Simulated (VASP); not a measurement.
# HfSc4 (Pm-3m) in VASP: a series of runs

Runs on HfSc4. Level: PBE. Tasks: single point, relaxation of cell and atoms.

Program: VASP 6.6.1. These are calculated values, not measurements. Logs are shortened: lines on timing, memory, paths and dates and some standing lists are left out, and cuts for length are marked.

## 1. The cell of the first run

The structure is cubic, space group Pm-3m (No. 221). The conventional cell has a = 5.004 Å, b = 5.004 Å, c = 5.004 Å, α = 90.00°, β = 90.00°, γ = 90.00°. Hf (site symmetry m-3m) has 20 Sc at 3.54 to 4.33 Å within 4.6 Å. Within 3.3 Å of Sc (site symmetry 4/mmm) lie 2 Sc at 2.50 Å. Within 3.3 Å of Sc (site symmetry m-3m) lie 6 Sc at 2.50 Å.

## 2. Single point, PBE

The input, INCAR:

```
PREC = Accurate ; ENCUT = 520
EDIFF = 1E-7 ; ISMEAR = 0
SIGMA = 0.1 ; LREAL = F
LASPH = T ; NELM = 100
ALGO = Normal ; ISIF = 2
LWAVE = F ; LCHARG = F
GGA = PE ; NBANDS = 35
```

The input, KPOINTS:

```
regular mesh
0
Gamma
  8 8 8
```

The input, POSCAR:

```
HfSc4
1.0
    5.0036224896      0.0000000000      0.0000000000
    0.0000000000      5.0036224896      0.0000000000
    0.0000000000      0.0000000000      5.0036224896
Hf Sc
1 4
Direct
    0.5000000000      0.5000000000      0.5000000000
    0.5000000000      0.0000000000      0.0000000000
    0.0000000000      0.5000000000      0.0000000000
    0.0000000000      0.0000000000      0.5000000000
    0.0000000000      0.0000000000      0.0000000000
```

Potentials or basis: VASP PAW PBE potentials, release 64 (Hf_pv, Sc_sv).

Run with:

```bash
> cat potpaw_PBE.64/Hf_pv/POTCAR potpaw_PBE.64/Sc_sv/POTCAR > POTCAR
> mpirun -np 1 vasp_std > vasp.out
```

OUTCAR:

```text
PREC = Accurate
   ENCUT = 520
   EDIFF = 1E-7
   ISMEAR = 0
   LREAL = F
   LASPH = T
   NELM = 100
   ISIF = 2
   GGA = PE

 ion  position               nearest neighbor table
   1  0.500  0.500  0.500-   2 3.54   3 3.54   4 3.54   2 3.54   3 3.54   2 3.54   4 3.54   2 3.54
                             3 3.54   4 3.54   3 3.54   4 3.54
   2  0.500  0.000  0.000-   5 2.50   5 2.50   1 3.54   1 3.54   1 3.54   1 3.54
   3  0.000  0.500  0.000-   5 2.50   5 2.50   1 3.54   1 3.54   1 3.54   1 3.54
   4  0.000  0.000  0.500-   5 2.50   5 2.50   1 3.54   1 3.54   1 3.54   1 3.54
   5  0.000  0.000  0.000-   2 2.50   3 2.50   4 2.50   4 2.50   3 2.50   2 2.50

  LATTYP: Found a simple cubic cell.
 ALAT       =     5.0036224896

  Lattice vectors:

 A1 = (   5.0036224896,   0.0000000000,   0.0000000000)
 A2 = (   0.0000000000,   5.0036224896,   0.0000000000)
 A3 = (   0.0000000000,   0.0000000000,   5.0036224896)

Analysis of symmetry for initial positions (statically):
=====================================================================
 Subroutine PRICEL returns:
 Original cell was already a primitive cell.

 Routine SETGRP: Setting up the symmetry group for a
 simple cubic supercell.

 Subroutine GETGRP returns: Found 48 space group operations
 (whereof 48 operations were pure point group operations)
 out of a pool of 48 trial point group operations.

The static configuration has the point symmetry O_h .

Analysis of symmetry for dynamics (positions and initial velocities):
=====================================================================
 Subroutine PRICEL returns:
 Original cell was already a primitive cell.

 Routine SETGRP: Setting up the symmetry group for a
 simple cubic supercell.

 Subroutine GETGRP returns: Found 48 space group operations
 (whereof 48 operations were pure point group operations)
 out of a pool of 48 trial point group operations.

The dynamic configuration has the point symmetry O_h .

 Subroutine INISYM returns: Found 48 space group operations
 (whereof 48 operations are pure point group operations),
 and found     1 'primitive' translations

----------------------------------------------------------------------------------------

                                     Primitive cell

  volume of cell :     125.2719

  direct lattice vectors                    reciprocal lattice vectors
     5.003622490  0.000000000  0.000000000     0.199855205  0.000000000  0.000000000
     0.000000000  5.003622490  0.000000000     0.000000000  0.199855205  0.000000000
     0.000000000  0.000000000  5.003622490     0.000000000  0.000000000  0.199855205

  length of vectors
     5.003622490  5.003622490  5.003622490     0.199855205  0.199855205  0.199855205

  position of ions in fractional coordinates (direct lattice)
     0.500000000  0.500000000  0.500000000
     0.500000000  0.000000000  0.000000000
     0.000000000  0.500000000  0.000000000
     0.000000000  0.000000000  0.500000000
     0.000000000  0.000000000  0.000000000

  ion indices of the primitive-cell ions
   primitive index   ion index
                 1           1
                 2           2
                 3           3
                 4           4
                 5           5

----------------------------------------------------------------------------------------

 KPOINTS: regular mesh

Automatic generation of k-mesh.
 Grid dimensions read from file:
 generate k-points for:    8    8    8

 Generating k-lattice:

  Cartesian coordinates                     Fractional coordinates (reciprocal lattice)
     0.024981901  0.000000000  0.000000000     0.125000000  0.000000000  0.000000000
     0.000000000  0.024981901  0.000000000     0.000000000  0.125000000  0.000000000
     0.000000000  0.000000000  0.024981901     0.000000000  0.000000000  0.125000000

  Length of vectors
     0.024981901  0.024981901  0.024981901

  Shift w.r.t. Gamma in fractional coordinates (k-lattice)
     0.000000000  0.000000000  0.000000000

 Subroutine IBZKPT returns following result:
 ===========================================

 Found     35 irreducible k-points:

 Following reciprocal coordinates:
            Coordinates               Weight
  0.000000  0.000000  0.000000      1.000000
  0.125000  0.000000  0.000000      6.000000
  0.250000  0.000000  0.000000      6.000000
  0.375000  0.000000  0.000000      6.000000
  0.500000  0.000000  0.000000      3.000000
  0.125000  0.125000  0.000000     12.000000
[... 16 lines left out ...]
  0.375000  0.375000  0.125000     24.000000
  0.500000  0.375000  0.125000     24.000000
 [... further k-points ...]
   k-points           NKPTS =     35   k-points in BZ     NKDIM =     35   number of bands    NBANDS=     35
   number of dos      NEDOS =    301   number of ions     NIONS =      5
   total plane-waves  NPLWV =  64000
   dimension x,y,z NGX =    40 NGY =   40 NGZ =   40
   dimension x,y,z NGXF=    80 NGYF=   80 NGZF=   80
[... 43 lines left out ...]
   LRPA    =     F    only Hartree local field effects (RPA)
 non-spin polarized calculation
 Gauss-broadening in eV      SIGMA  =   0.10
  energy-cutoff  :      520.00
  volume of cell :      125.27
 maximum number of plane-waves:      3407
 NGX is ok and might be reduce to    40
   NGX = 19   NGY = 19   NGZ = 19

 number of electron      54.0000010 magnetization

 Free energy of the ion-electron system (eV)
  ---------------------------------------------------
  ext. energy  EPLUGINS =         0.00000000
  ---------------------------------------------------
  free energy    TOTEN  =       -30.36387425 eV

  energy without entropy =      -30.30867064  energy(sigma->0) =      -30.33627245

 E-fermi :   3.5504     XC(G=0):  -9.9058

 val. band max:        3.5503281500   @ k =   0.3750   0.3750   0.0000
 cond. band min:       3.5587639808   @ k =   0.3750   0.3750   0.1250
 fundamental gap:      0.0084358307
 Fermi energy:         3.5503909396

 k-point     1 :       0.0000    0.0000    0.0000
  band No.  band energies     occupation
      1     -45.8705      2.00000
      2     -45.7741      2.00000
      3     -45.7741      2.00000
      4     -44.5529      2.00000
      5     -28.2246      2.00000
      6     -28.2246      2.00000
[... 27 lines left out ...]
     34       4.7360      0.00000
     35       6.6281      0.00000

 k-point     2 :       0.1250    0.0000    0.0000
  band No.  band energies     occupation
      1     -45.8665      2.00000
      2     -45.7750      2.00000
      3     -45.7741      2.00000
      4     -44.5570      2.00000
      5     -28.2247      2.00000
      6     -28.2245      2.00000
[... 27 lines left out ...]
     34       4.6953      0.00000
     35       6.6036      0.00000

 k-point     3 :       0.2500    0.0000    0.0000
  band No.  band energies     occupation
      1     -45.8563      2.00000
      2     -45.7777      2.00000
      3     -45.7740      2.00000
      4     -44.5669      2.00000
      5     -28.2249      2.00000
      6     -28.2243      2.00000
[... 27 lines left out ...]
     34       4.7896      0.00000
     35       6.1031      0.00000

 k-point     4 :       0.3750    0.0000    0.0000
  band No.  band energies     occupation
      1     -45.8450      2.00000
      2     -45.7814      2.00000
      3     -45.7740      2.00000
      4     -44.5769      2.00000
      5     -28.2251      2.00000
      6     -28.2241      2.00000
[... 27 lines left out ...]
     34       5.0730      0.00000
     35       5.6122      0.00000

 k-point     5 :       0.5000    0.0000    0.0000
  band No.  band energies     occupation
      1     -45.8399      2.00000
      2     -45.7834      2.00000
      3     -45.7740      2.00000
      4     -44.5810      2.00000
      5     -28.2252      2.00000
      6     -28.2241      2.00000
[... 638 lines left out ...]
 k-point    22 :       0.5000    0.2500    0.1250
  band No.  band energies     occupation
      1     -45.8218      2.00000
      2     -45.7834      2.00000
      3     -45.7774      2.00000
      4     -44.6001      2.00000
      5     -28.2256      2.00000
      6     -28.2250      2.00000
[... 27 lines left out ...]
     34       5.4700      0.00000
     35       5.5025      0.00000

 k-point    23 :       0.3750    0.3750    0.1250
  band No.  band energies     occupation
      1     -45.8157      2.00000
      2     -45.7820      2.00000
      3     -45.7801      2.00000
      4     -44.6063      2.00000
      5     -28.2257      2.00000
      6     -28.2254      2.00000
[... 27 lines left out ...]
     34       5.0854      0.00000
     35       5.4245      0.00000

 k-point    24 :       0.5000    0.3750    0.1250
  band No.  band energies     occupation
      1     -45.8102      2.00000
      2     -45.7833      2.00000
      3     -45.7808      2.00000
      4     -44.6107      2.00000
      5     -28.2258      2.00000
      6     -28.2256      2.00000
[... 27 lines left out ...]
     34       5.2752      0.00000
     35       5.5104      0.00000

 [... further k-points ...]
[... 5 lines left out ...]
  --------------------------------------------------------------------------------------
  -------------------------------------------------------------------------------------
  Total        0.0842325      0.0842325      0.0842325      0.0000000      0.0000000      0.0000000
  in kB        1.0773005      1.0773005      1.0773005      0.0000000      0.0000000      0.0000000
  external PRESSURE =       1.0773005 kB  Pullay stress =       0.0000000 kB

 VOLUME and BASIS-vectors are now :
 -----------------------------------------------------------------------------
  energy-cutoff  :      520.00
  volume of cell :      125.27
      direct lattice vectors                 reciprocal lattice vectors
     5.003622490  0.000000000  0.000000000     0.199855205  0.000000000  0.000000000
     0.000000000  5.003622490  0.000000000     0.000000000  0.199855205  0.000000000
     0.000000000  0.000000000  5.003622490     0.000000000  0.000000000  0.199855205

 POSITION                                       TOTAL-FORCE (eV/Angst)
 -----------------------------------------------------------------------------------
      2.50181      2.50181      2.50181         0.000000      0.000000      0.000000
      2.50181      0.00000      0.00000         0.000000      0.000000      0.000000
      0.00000      2.50181      0.00000         0.000000      0.000000      0.000000
      0.00000      0.00000      2.50181         0.000000      0.000000      0.000000
      0.00000      0.00000      0.00000         0.000000      0.000000      0.000000
 -----------------------------------------------------------------------------------
    total drift:                               -0.000000      0.000000     -0.000000

  FREE ENERGIE OF THE ION-ELECTRON SYSTEM (eV)
  ---------------------------------------------------
  free  energy   TOTEN  =       -30.3638742546 eV

  energy  without entropy=      -30.3086706373  energy(sigma->0) =      -30.33627245
```

It took 2.6 min on 1 thread of AMD EPYC 7R13 (Zen 3), shared host; peak memory 0.29 GiB.

Results:

```yaml
Free_energy: -30.3639 eV
Pressure: 0.1 GPa
Band_gap_on_the_k_mesh: zero (band 27 reaches 4.02 eV, above the bottom of band 28 at 3.21 eV)
```

Levels at points of the mesh, in eV from the Fermi level:
```
           k point  band 23  band 24  band 25  band 26  band 27  band 28  band 29  band 30  band 31  band 32
(0.00, 0.00, 0.00)    -1.71    -1.49    -1.49    -0.84    -0.34    -0.34     0.73     0.73     0.73     1.19
(0.50, 0.00, 0.00)    -1.01    -1.01    -0.75    -0.43    -0.22    -0.22    -0.16     0.07     0.93     1.17
(0.50, 0.50, 0.00)    -1.81    -1.07    -1.07    -0.10     0.30     0.32     0.49     0.84     0.84     1.62
(0.50, 0.50, 0.50)    -1.83    -0.77    -0.77    -0.77     0.47     1.08     1.08     1.38     1.38     1.38
```

Caveat: spin-orbit coupling is left out, which moves the levels of the heavy elements.

## 3. Relaxation of cell and atoms, PBE

The input, INCAR:

```
SYSTEM = HfSc4
PREC = Accurate ; ENCUT = 600
EDIFF = 1E-6 ; ISMEAR = 0
SIGMA = 0.1 ; LREAL = .False.
LASPH = .True. ; NELM = 100
ALGO = Normal ; ISIF = 3
LWAVE = .False. ; LCHARG = .False.
GGA = PE ; IBRION = 2
NSW = 100 ; EDIFFG = -0.01
```

The input, KPOINTS:

```
Automatic mesh
0
Gamma
  8 8 8
  0 0 0
```

POSCAR: that of step 2 with these lines changed.

```diff
@@ -2,5 +2,5 @@
 1.0
-    5.0036224896      0.0000000000      0.0000000000
-    0.0000000000      5.0036224896      0.0000000000
-    0.0000000000      0.0000000000      5.0036224896
+    5.0015417934      0.0000000000      0.0000000000
+    0.0000000000      5.0015417934      0.0000000000
+    0.0000000000      0.0000000000      5.0015417934
 Hf Sc
```

Potentials or basis: VASP PAW PBE potentials, release 64 (Hf_pv, Sc_sv).

Run with:

```bash
> cat potpaw_PBE.64/Hf_pv/POTCAR potpaw_PBE.64/Sc_sv/POTCAR > POTCAR
> mpirun -np 1 vasp_std > vasp.out
```

Run time: 3.5 min. Hardware: 1 thread of AMD EPYC 7R13 (Zen 3), shared host; peak memory 0.31 GiB.

It converged, with:

```
Free energy                            : -30.3649 eV
Relaxed volume                         : 25.14 Å³/atom
Relaxed cell                           : a = 5.009 Å, b = 5.009 Å, c = 5.009 Å, α = 90.00°, β = 90.00°, γ = 90.00°
Space group after relaxing (to 0.05 Å) : Pm-3m (No. 221)
Energy gained by relaxing              : 0.1 meV/atom
Ionic steps                            : 2
Pressure after relaxing                : 0.0 GPa
Band gap on the k mesh                 : zero (band 27 reaches 3.99 eV, above the bottom of band 28 at 3.20 eV)
```

The path:
```tsv
step	energy change (eV)	largest force (eV/Å)	pressure (GPa)	volume (Å³)
1	0.0000	0.0000	0.20	125.12
2	-0.0004	0.0000	0.00	125.69
```

Final structure:
```cif
data_structure
_symmetry_space_group_name_H-M 'P 1'
_symmetry_Int_Tables_number 1
_cell_length_a 5.0092
_cell_length_b 5.0092
_cell_length_c 5.0092
_cell_angle_alpha 90.000
_cell_angle_beta 90.000
_cell_angle_gamma 90.000
_cell_volume 125.69
loop_
_atom_site_label
_atom_site_type_symbol
_atom_site_fract_x
_atom_site_fract_y
_atom_site_fract_z
_atom_site_occupancy
Hf1 Hf 0.50000 0.50000 0.50000 1
Sc1 Sc 0.50000 0.00000 0.00000 1
Sc2 Sc 0.00000 0.50000 0.00000 1
Sc3 Sc 0.00000 0.00000 0.50000 1
Sc4 Sc 0.00000 0.00000 0.00000 1
```

Levels at points of the mesh, in eV from the Fermi level:
```csv
k point,band 24,band 25,band 26,band 27,band 28,band 29,band 30,band 31
"(0.00, 0.00, 0.00)",-1.48,-1.48,-0.85,-0.33,-0.33,0.72,0.72,0.72
"(0.50, 0.00, 0.00)",-1.00,-0.75,-0.43,-0.22,-0.22,-0.16,0.07,0.93
"(0.50, 0.50, 0.00)",-1.06,-1.06,-0.10,0.29,0.32,0.49,0.84,0.84
"(0.50, 0.50, 0.50)",-0.77,-0.77,-0.77,0.45,1.07,1.07,1.37,1.38
```

Caveat: spin-orbit coupling is left out, which moves the levels of the heavy elements.

## 4. Single point, PBE

The input, INCAR:

```
SYSTEM = HfSc4
PREC     = Accurate       ! precision mode
ENCUT    = 520            ! plane-wave cutoff, eV
EDIFF    = 1E-6           ! SCF threshold, eV
ISMEAR   = 0              ! smearing method
SIGMA    = 0.1            ! smearing width, eV
LREAL    = .FALSE.        ! projectors in reciprocal space
LASPH    = .TRUE.         ! aspherical terms in the spheres
NELM     = 100            ! most SCF steps
ALGO     = Normal         ! electronic algorithm
ISIF     = 2              ! what is computed and relaxed
LWAVE    = .FALSE.        ! write WAVECAR
LCHARG   = .FALSE.        ! write CHGCAR
GGA      = PE             ! functional
NBANDS   = 35             ! bands
```

The input, KPOINTS:

```
regular mesh
0
G
  4 4 4
  0 0 0
```

POSCAR is that of step 3.

Run with:

```bash
> cat potpaw_PBE.64/Hf_pv/POTCAR potpaw_PBE.64/Sc_sv/POTCAR > POTCAR
> mpirun -np 1 vasp_std > vasp.out
```

Run time: 50 s. Hardware: 1 thread of AMD EPYC 7R13 (Zen 3), shared host; peak memory 0.22 GiB.

It converged, with:

| Item | Value |
| --- | --- |
| Free energy | -30.3693 eV |
| Pressure | 0.3 GPa |
| Band gap on the k mesh | zero (band 27 reaches 4.02 eV, above the bottom of band 28 at 3.19 eV) |

Levels at points of the mesh, in eV from the Fermi level:
```
           k point  band 24  band 25  band 26  band 27  band 28  band 29  band 30  band 31
(0.00, 0.00, 0.00)    -1.49    -1.49    -0.86    -0.37    -0.37     0.72     0.72     0.72
(0.50, 0.00, 0.00)    -1.03    -0.75    -0.47    -0.23    -0.23    -0.18     0.07     0.92
(0.50, 0.50, 0.00)    -1.09    -1.09    -0.13     0.28     0.32     0.49     0.83     0.83
(0.50, 0.50, 0.50)    -0.78    -0.78    -0.78     0.46     1.08     1.08     1.36     1.36
```

Caveat: spin-orbit coupling is left out, which moves the levels of the heavy elements.

## 5. Relaxation of cell and atoms, PBE

This run uses another cell than the first one, of 19.61 Å³/atom, 0.783 times its volume.

The input, INCAR:

```
PREC = Accurate
ENCUT = 600
EDIFF = 1E-7
ISMEAR = 0
SIGMA = 0.1
LREAL = False
LASPH = True
NELM = 100
ALGO = Normal
ISIF = 3
LWAVE = False
LCHARG = False
GGA = PE
IBRION = 2
NSW = 90
EDIFFG = -0.04
```

The input, KPOINTS:

```
regular mesh
0
Gamma
  4 4 4
```

POSCAR: that of step 4 with these lines changed.

```diff
@@ -2,5 +2,5 @@
 1.0
-    5.0015417934      0.0000000000      0.0000000000
-    0.0000000000      5.0015417934      0.0000000000
-    0.0000000000      0.0000000000      5.0015417934
+    4.6112206600      0.0000000000      0.0000000000
+    0.0000000000      4.6112206600      0.0000000000
+    0.0000000000      0.0000000000      4.6112206600
 Hf Sc
```

Run with:

```bash
> cat potpaw_PBE.64/Hf_pv/POTCAR potpaw_PBE.64/Sc_sv/POTCAR > POTCAR
> mpirun -np 1 vasp_std > vasp.out
```

Run time: 2.8 min. Hardware: 1 thread of AMD EPYC 7R13 (Zen 3), shared host; peak memory 0.23 GiB.

It converged, with:

```yaml
Free_energy: -30.3633 eV
Relaxed_volume: 25.06 Å³/atom
Relaxed_cell: a = 5.004 Å, b = 5.004 Å, c = 5.004 Å, α = 90.00°, β = 90.00°, γ = 90.00°
Space_group_after_relaxing_to_0.05_Å: Pm-3m (No. 221)
Energy_gained_by_relaxing: 245.2 meV/atom
Ionic_steps: 3
Pressure_after_relaxing: 0.2 GPa
Band_gap_on_the_k_mesh: zero (band 27 reaches 4.00 eV, above the bottom of band 28 at 3.18 eV)
```

Step by step:
```tsv
step	energy change (eV)	largest force (eV/Å)	pressure (GPa)	volume (Å³)
1	0.0000	0.0000	17.38	98.05
2	-1.1943	0.0000	-1.78	131.43
3	-1.2262	0.0000	0.19	125.29
```

Final structure:
```yaml
crystal:
  lattice:
    - [5.00382, 0.00000, 0.00000]
    - [0.00000, 5.00382, 0.00000]
    - [0.00000, 0.00000, 5.00382]
  atoms:
    - { symbol: Hf, position: [0.50000, 0.50000, 0.50000] }
    - { symbol: Sc, position: [0.50000, 0.00000, 0.00000] }
    - { symbol: Sc, position: [0.00000, 0.50000, 0.00000] }
    - { symbol: Sc, position: [0.00000, 0.00000, 0.50000] }
    - { symbol: Sc, position: [0.00000, 0.00000, 0.00000] }
```

Levels at points of the mesh, in eV from the Fermi level:
```csv
k point,band 24,band 25,band 26,band 27,band 28,band 29,band 30,band 31
"(0.00, 0.00, 0.00)",-1.49,-1.49,-0.86,-0.37,-0.37,0.72,0.72,0.72
"(0.50, 0.00, 0.00)",-1.03,-0.75,-0.47,-0.23,-0.23,-0.18,0.07,0.92
"(0.50, 0.50, 0.00)",-1.09,-1.09,-0.13,0.28,0.32,0.49,0.83,0.83
"(0.50, 0.50, 0.50)",-0.78,-0.78,-0.78,0.45,1.08,1.08,1.36,1.37
```

Caveat: the volume moved by over 15 % at a fixed basis, so the end points are rough; spin-orbit coupling is left out, which moves the levels of the heavy elements.

## 6. Summary

| task | cell | k mesh | cutoff (eV) | gap on the mesh (eV) | pressure (GPa) | relaxed volume (Å³/atom) |
| --- | --- | --- | --- | --- | --- | --- |
| single point | a = 5.004 Å, 5 atoms | 8 × 8 × 8 | 520 | none | 0.1 | - |
| relaxation of cell and atoms | relaxed from a = 5.002 Å, 5 atoms | 8 × 8 × 8 | 600 | none | 0.0 | 25.14 |
| single point | a = 5.002 Å, 5 atoms | 4 × 4 × 4 | 520 | none | 0.3 | - |
| relaxation of cell and atoms | relaxed from a = 4.611 Å, 5 atoms | 4 × 4 × 4 | 600 | none | 0.2 | 25.06 |

Alike in all rows: level PBE; potentials or basis VASP PAW PBE potentials, release 64 (Hf_pv, Sc_sv); no spin polarisation; smearing gaussian 0.1 eV.

Caveats: spin-orbit coupling is left out, which moves the levels of the heavy elements; the volume moved by over 15 % at a fixed basis, so the end points are rough (some runs).

Absolute energies hang on the potentials; compare differences alone.
